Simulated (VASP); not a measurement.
# Ge (Fd-3m) in VASP: settings compared

Ge is run at these levels: LDA, PBE, RPBE, BLYP, PBEsol; tasks: relaxation of cell and atoms, single point.

Everything below comes from runs of VASP 6.6.1. Logs are shortened: lines on timing, memory, paths and dates and some standing lists are left out, and cuts for length are marked.

## (1) The cell of the first run

Symmetry: Fd-3m, No. 227, cubic system. The conventional cell has a = 5.658 Å, b = 5.658 Å, c = 5.658 Å, α = 90.00°, β = 90.00°, γ = 90.00°. Ge (site symmetry -43m) has 4 Ge at 2.45 Å within 3.2 Å.

## (2) Relaxation of cell and atoms, LDA

Contents of INCAR:

```
SYSTEM = Ge
  PREC = Accurate
  ENCUT = 600
  EDIFF = 1E-6
  ISMEAR = -1
  SIGMA = 0.05
  LREAL = .False.
  LASPH = .True.
  NELM = 80
  ALGO = Normal
  ISIF = 3
  LWAVE = .False.
  LCHARG = .False.
  IBRION = 2
  NSW = 60
  EDIFFG = -0.01
```

Contents of KPOINTS:

```
regular mesh
0
Gamma
  8 8 8
  0 0 0
```

Contents of POSCAR:

```
Ge
1.0
    0.0000000000      2.8289100000      2.8289100000
    2.8289100000      0.0000000000      2.8289100000
    2.8289100000      2.8289100000      0.0000000000
Ge
2
Direct
    0.7500000000      0.7500000000      0.7500000000
    0.5000000000      0.5000000000      0.5000000000
```

Potentials or basis: VASP PAW LDA potentials, release 64 (Ge_d).

Started as:

```bash
$ cat potpaw_LDA.64/Ge_d/POTCAR > POTCAR
$ mpirun -np 1 vasp_std > vasp.out
```

OUTCAR:

```text
SYSTEM = Ge
   PREC = Accurate
   ENCUT = 600
   EDIFF = 1E-6
   ISMEAR = -1
   LREAL = .False.
   LASPH = .True.
   NELM = 80
   ISIF = 3
   IBRION = 2
   NSW = 60
   EDIFFG = -0.01

 ion  position               nearest neighbor table
   1  0.750  0.750  0.750-   2 2.45   2 2.45   2 2.45   2 2.45
   2  0.500  0.500  0.500-   1 2.45   1 2.45   1 2.45   1 2.45

  LATTYP: Found a face centered cubic cell.
 ALAT       =     5.6578200000

  Lattice vectors:

 A1 = (   0.0000000000,   2.8289100000,   2.8289100000)
 A2 = (   2.8289100000,   0.0000000000,   2.8289100000)
 A3 = (   2.8289100000,   2.8289100000,   0.0000000000)

Analysis of symmetry for initial positions (statically):
=====================================================================
 Subroutine PRICEL returns:
 Original cell was already a primitive cell.

 Routine SETGRP: Setting up the symmetry group for a
 face centered cubic supercell.

 Subroutine GETGRP returns: Found 48 space group operations
 (whereof 24 operations were pure point group operations)
 out of a pool of 48 trial point group operations.

The static configuration has the point symmetry T_d .
 The point group associated with its full space group is O_h .

Analysis of symmetry for dynamics (positions and initial velocities):
=====================================================================
 Subroutine PRICEL returns:
 Original cell was already a primitive cell.

 Routine SETGRP: Setting up the symmetry group for a
 face centered cubic supercell.

 Subroutine GETGRP returns: Found 48 space group operations
 (whereof 24 operations were pure point group operations)
 out of a pool of 48 trial point group operations.

The dynamic configuration has the point symmetry T_d .
 The point group associated with its full space group is O_h .

 Subroutine INISYM returns: Found 48 space group operations
 (whereof 24 operations are pure point group operations),
 and found     1 'primitive' translations

----------------------------------------------------------------------------------------

                                     Primitive cell

  volume of cell :      45.2780

  direct lattice vectors                    reciprocal lattice vectors
     0.000000000  2.828910000  2.828910000    -0.176746521  0.176746521  0.176746521
     2.828910000  0.000000000  2.828910000     0.176746521 -0.176746521  0.176746521
     2.828910000  2.828910000  0.000000000     0.176746521  0.176746521 -0.176746521

  length of vectors
     4.000682889  4.000682889  4.000682889     0.306133954  0.306133954  0.306133954

  position of ions in fractional coordinates (direct lattice)
     0.750000000  0.750000000  0.750000000
     0.500000000  0.500000000  0.500000000

  ion indices of the primitive-cell ions
   primitive index   ion index
                 1           1
                 2           2

----------------------------------------------------------------------------------------

 KPOINTS: regular mesh

Automatic generation of k-mesh.
 Grid dimensions read from file:
 generate k-points for:    8    8    8

 Generating k-lattice:

  Cartesian coordinates                     Fractional coordinates (reciprocal lattice)
    -0.022093315  0.022093315  0.022093315     0.125000000  0.000000000  0.000000000
     0.022093315 -0.022093315  0.022093315     0.000000000  0.125000000  0.000000000
     0.022093315  0.022093315 -0.022093315     0.000000000  0.000000000  0.125000000

  Length of vectors
     0.038266744  0.038266744  0.038266744

  Shift w.r.t. Gamma in fractional coordinates (k-lattice)
     0.000000000  0.000000000  0.000000000

 Subroutine IBZKPT returns following result:
 ===========================================

 Found     29 irreducible k-points:

 Following reciprocal coordinates:
            Coordinates               Weight
  0.000000  0.000000  0.000000      1.000000
  0.125000  0.000000  0.000000      8.000000
  0.250000  0.000000  0.000000      8.000000
  0.375000  0.000000  0.000000      8.000000
  0.500000  0.000000  0.000000      4.000000
  0.125000  0.125000  0.000000      6.000000
[... 16 lines left out ...]
  0.500000  0.250000  0.125000     48.000000
 -0.375000  0.250000  0.125000     24.000000
 [... further k-points ...]
   k-points           NKPTS =     29   k-points in BZ     NKDIM =     29   number of bands    NBANDS=     18
   number of dos      NEDOS =    301   number of ions     NIONS =      2
   total plane-waves  NPLWV =  32768
   dimension x,y,z NGX =    32 NGY =   32 NGZ =   32
   dimension x,y,z NGXF=    64 NGYF=   64 NGZF=   64
   ions per type =               2
   NGX,Y,Z   is equivalent  to a cutoff of  13.30, 13.30, 13.30 a.u.
   NGXF,Y,Z  is equivalent  to a cutoff of  26.59, 26.59, 26.59 a.u.
 SYSTEM =  Ge
   PREC   = accura    normal or accurate (medium, high low for compatibility)
   ISTART =      0    job   : 0-new  1-cont  2-samecut
   ICHARG =      2    charge: 1-file 2-atom 10-const
   ISPIN  =      1    spin polarized calculation?
   LNONCOLLINEAR =      F non collinear calculations
   LSORBIT =      F    spin-orbit coupling
   LASPH  =      T    aspherical Exc in radial PAW
   ENCUT  =  600.0 eV  44.10 Ry    6.64 a.u.   7.99  7.99  7.99*2*pi/ulx,y,z
   NELM   =     80;   NELMIN=  2; NELMDL= -5     # of ELM steps
   EDIFF  = 0.1E-05   stopping-criterion for ELM
   LREAL  =      F    real-space projection
   EDIFFG = -.1E-01   stopping-criterion for IOM
   NSW    =     60    number of steps for IOM
   IBRION =      2    ionic relax: 0-MD 1-quasi-New 2-CG
   NFREE  =      1    steps in history (QN), initial steepest desc. (CG)
   ISIF   =      3    stress and relaxation
   ISYM   =      2    0-nonsym 1-usesym 2-fastsym
   POTIM  = 0.5000    time-step for ionic-motion
   TEBEG  =    0.0;   TEEND  =   0.0 temperature during run
   PSTRESS=    0.0 pullay stress
   NELECT =      28.0000    total number of electrons
   NUPDOWN=      -1.0000    fix difference up-down
   EMIN   =  10.00;   EMAX   =-10.00  energy-range for DOS
   EFERMI =   0.00;   METHOD = LEGACY
   ISMEAR =    -1;   SIGMA  =   0.05  broadening in eV -4-tet -1-fermi 0-gaus
   EFERMI_NEDOS =   21; number of points for ismear=-14 and -15
   IALGO  =     38    algorithm
   IMIX   =      4    mixing-type and parameters
     AMIX     =   0.40;   BMIX     =  1.00
     AMIX_MAG =   1.60;   BMIX_MAG =  1.00
  volume/ion in A,a.u.               =      22.64       152.78
  Fermi-wavevector in a.u.,A,eV,Ry     =   1.394756  2.635708 26.468033  1.945346
  Thomas-Fermi vector in A             =   2.518275
   LORBIT       =      0    0 simple, 1 ext, 2 COOP (PROOUT), +10 PAW based schemes
   GGA     = CA    functional components
   LHFCALC =     F    Hartree Fock is set to
   AEXX    =    0.0000 exact exchange contribution
   IVDW    =     0    specifies the selected vdW correction
   LEPSILON=     F    determine dielectric tensor
   LRPA    =     F    only Hartree local field effects (RPA)
 conjugate gradient relaxation of ions
 non-spin polarized calculation
  energy-cutoff  :      600.00
  volume of cell :       45.28
 maximum number of plane-waves:      1540
   NGX = 15   NGY = 15   NGZ = 15

--------------------------------------- Ionic step        1  -------------------------------------------

 number of electron      28.0000013 magnetization

 Free energy of the ion-electron system (eV)
  ---------------------------------------------------
  ext. energy  EPLUGINS =         0.00000000
  ---------------------------------------------------
  free energy    TOTEN  =       -10.37820847 eV

  energy without entropy =      -10.37722796  energy(sigma->0) =      -10.37771821

------------------------ aborting loop because EDIFF is reached ----------------------------------------

  FORCE on cell =-STRESS in cart. coord.  units (eV):
  Direction    XX          YY          ZZ          XY          YZ          ZX
  --------------------------------------------------------------------------------------
  -------------------------------------------------------------------------------------
  Total       -0.3099874     -0.3099874     -0.3099874      0.0000000      0.0000000      0.0000000
  in kB      -10.9690060    -10.9690060    -10.9690060      0.0000000      0.0000000      0.0000000
  external PRESSURE =     -10.9690060 kB  Pullay stress =       0.0000000 kB

 VOLUME and BASIS-vectors are now :
 -----------------------------------------------------------------------------
  energy-cutoff  :      600.00
  volume of cell :       45.28
      direct lattice vectors                 reciprocal lattice vectors
     0.000000000  2.828910000  2.828910000    -0.176746521  0.176746521  0.176746521
     2.828910000  0.000000000  2.828910000     0.176746521 -0.176746521  0.176746521
     2.828910000  2.828910000  0.000000000     0.176746521  0.176746521 -0.176746521
[... 37 lines left out ...]
 POSITION                                       TOTAL-FORCE (eV/Angst)
 -----------------------------------------------------------------------------------
      4.21164      4.21164      4.21164        -0.000000     -0.000000     -0.000000
      2.80776      2.80776      2.80776         0.000000      0.000000      0.000000
 -----------------------------------------------------------------------------------
    total drift:                               -0.000000     -0.000000      0.000000

  FREE ENERGIE OF THE ION-ELECTRON SYSTEM (eV)
  ---------------------------------------------------
  free  energy   TOTEN  =       -10.3807067809 eV

  energy  without entropy=      -10.3798059898  energy(sigma->0) =      -10.38025639

--------------------------------------- Ionic step        3  -------------------------------------------

 number of electron      27.9999995 magnetization

 Free energy of the ion-electron system (eV)
  ---------------------------------------------------
  ext. energy  EPLUGINS =         0.00000000
  ---------------------------------------------------
  free energy    TOTEN  =       -10.38097400 eV

  energy without entropy =      -10.38003298  energy(sigma->0) =      -10.38050349

 E-fermi :   4.9291     XC(G=0): -10.3728

 val. band max:        4.9244371570   @ k =   0.0000   0.0000   0.0000
 cond. band min:       5.0239245654   @ k =   0.5000   0.0000   0.0000
 fundamental gap:      0.0994874083
 Fermi energy:         4.9290648577

 k-point     1 :       0.0000    0.0000    0.0000
  band No.  band energies     occupation
      1     -20.0622      2.00000
      2     -20.0622      2.00000
      3     -20.0622      2.00000
      4     -20.0241      2.00000
      5     -20.0241      2.00000
      6     -19.8034      2.00000
[... 10 lines left out ...]
     17       7.4371      0.00000
     18       7.4371      0.00000
[... 463 lines left out ...]
 k-point    24 :      -0.3750    0.2500    0.1250
  band No.  band energies     occupation
      1     -20.1101      2.00000
      2     -20.0977      2.00000
      3     -20.0116      2.00000
      4     -19.9589      2.00000
      5     -19.9444      2.00000
      6     -19.8872      2.00000
[... 10 lines left out ...]
     17      10.7139      0.00000
     18      11.8468      0.00000

 [... further k-points ...]

------------------------ aborting loop because EDIFF is reached ----------------------------------------

  FORCE on cell =-STRESS in cart. coord.  units (eV):
  Direction    XX          YY          ZZ          XY          YZ          ZX
  --------------------------------------------------------------------------------------
  -------------------------------------------------------------------------------------
  Total        0.0110145      0.0110145      0.0110145      0.0000000      0.0000000      0.0000000
  in kB        0.3968475      0.3968475      0.3968475      0.0000000      0.0000000      0.0000000
  external PRESSURE =       0.3968475 kB  Pullay stress =       0.0000000 kB

 VOLUME and BASIS-vectors are now :
 -----------------------------------------------------------------------------
  energy-cutoff  :      600.00
  volume of cell :       44.47
      direct lattice vectors                 reciprocal lattice vectors
     0.000000000  2.811949655  2.811949655    -0.177812572  0.177812572  0.177812572
     2.811949655  0.000000000  2.811949655     0.177812572 -0.177812572  0.177812572
     2.811949655  2.811949655  0.000000000     0.177812572  0.177812572 -0.177812572

 POSITION                                       TOTAL-FORCE (eV/Angst)
 -----------------------------------------------------------------------------------
      4.21792      4.21792      4.21792        -0.000000     -0.000000     -0.000000
      2.81195      2.81195      2.81195         0.000000      0.000000      0.000000
 -----------------------------------------------------------------------------------
    total drift:                               -0.000000     -0.000000      0.000000

  FREE ENERGIE OF THE ION-ELECTRON SYSTEM (eV)
  ---------------------------------------------------
  free  energy   TOTEN  =       -10.3809739999 eV

  energy  without entropy=      -10.3800329785  energy(sigma->0) =      -10.38050349

 reached required accuracy - stopping structural energy minimisation
```

Run time: 15 s. Hardware: 1 thread of Intel Xeon 6975P-C (Granite Rapids), shared host; peak memory 0.16 GiB.

What came out:

- Free energy: -10.3810 eV
- Relaxed volume: 22.23 Å³/atom
- Relaxed cell: a = 3.977 Å, b = 3.977 Å, c = 3.977 Å, α = 60.00°, β = 60.00°, γ = 60.00°
- Space group after relaxing (to 0.05 Å): Fd-3m (No. 227)
- Energy gained by relaxing: 1.4 meV/atom
- Ionic steps: 3
- Pressure after relaxing: 0.0 GPa

Step by step:
| step | energy change (eV) | largest force (eV/Å) | pressure (GPa) | volume (Å³) |
| --- | --- | --- | --- | --- |
| 1 | 0.0000 | 0.0000 | -1.10 | 45.28 |
| 2 | -0.0025 | 0.0000 | 0.22 | 44.27 |
| 3 | -0.0028 | 0.0000 | 0.04 | 44.47 |

Final structure:
```cif
data_structure
_symmetry_space_group_name_H-M 'P 1'
_symmetry_Int_Tables_number 1
_cell_length_a 3.9767
_cell_length_b 3.9767
_cell_length_c 3.9767
_cell_angle_alpha 60.000
_cell_angle_beta 60.000
_cell_angle_gamma 60.000
_cell_volume 44.47
loop_
_atom_site_label
_atom_site_type_symbol
_atom_site_fract_x
_atom_site_fract_y
_atom_site_fract_z
_atom_site_occupancy
Ge1 Ge 0.75000 0.75000 0.75000 1
Ge2 Ge 0.50000 0.50000 0.50000 1
```

## (3) Relaxation of cell and atoms, PBE

Contents of INCAR:

```
SYSTEM = Ge
ALGO = Normal
EDIFF = 1E-6
EDIFFG = -0.01
ENCUT = 600
GGA = PE
IBRION = 2
ISIF = 3
ISMEAR = -1
LASPH = .TRUE.
LCHARG = .FALSE.
LREAL = .FALSE.
LWAVE = .FALSE.
NELM = 60
NSW = 60
PREC = Accurate
SIGMA = 0.05
```

Contents of KPOINTS:

```
k-points
0
G
  8 8 8
  0 0 0
```

POSCAR is that of step 2.

Potentials or basis: VASP PAW PBE potentials, release 64 (Ge_d).

Started as:

```bash
$ cat potpaw_PBE.64/Ge_d/POTCAR > POTCAR
$ mpirun -np 1 vasp_std > vasp.out
```

Wall time 28 s (1 thread of Intel Xeon 6975P-C (Granite Rapids), shared host); peak memory 0.18 GiB.

It converged, with:

```yaml
Free_energy: -9.0266 eV
Relaxed_volume: 23.85 Å³/atom
Relaxed_cell: a = 4.071 Å, b = 4.071 Å, c = 4.071 Å, α = 60.00°, β = 60.00°, γ = 60.00°
Space_group_after_relaxing_to_0.05_Å: Fd-3m (No. 227)
Energy_gained_by_relaxing: 13.6 meV/atom
Ionic_steps: 5
Pressure_after_relaxing: 0.0 GPa
Band_gap_on_the_k_mesh: zero (filled and empty bands touch)
```

Step by step:
| step | energy change (eV) | largest force (eV/Å) | pressure (GPa) | volume (Å³) |
| --- | --- | --- | --- | --- |
| 1 | 0.0000 | 0.0000 | 3.56 | 45.28 |
| 2 | -0.0246 | 0.0000 | -1.11 | 48.66 |
| 3 | -0.0273 | 0.0000 | -0.26 | 47.80 |
| 4 | -0.0271 | 0.0000 | 0.23 | 47.62 |
| 5 | -0.0272 | 0.0000 | 0.02 | 47.71 |

Final structure:
```
Ge
1.0
     0.00000    2.87861    2.87861
     2.87861    0.00000    2.87861
     2.87861    2.87861    0.00000
Ge
2
Direct
  0.75000 0.75000 0.75000
  0.50000 0.50000 0.50000
```

Levels at points of the mesh, in eV from the Fermi level:
```tsv
k point	band 12	band 13	band 14	band 15	band 16	band 17
(0.00, 0.00, 0.00)	-0.40	0.03	0.03	0.03	2.56	2.56
(0.50, 0.00, 0.00)	-7.33	-1.29	-1.29	0.06	3.75	3.75
(0.50, 0.50, 0.00)	-8.66	-2.86	-2.86	0.85	0.85	9.12
```

(Part 1 of 2 ends here.)
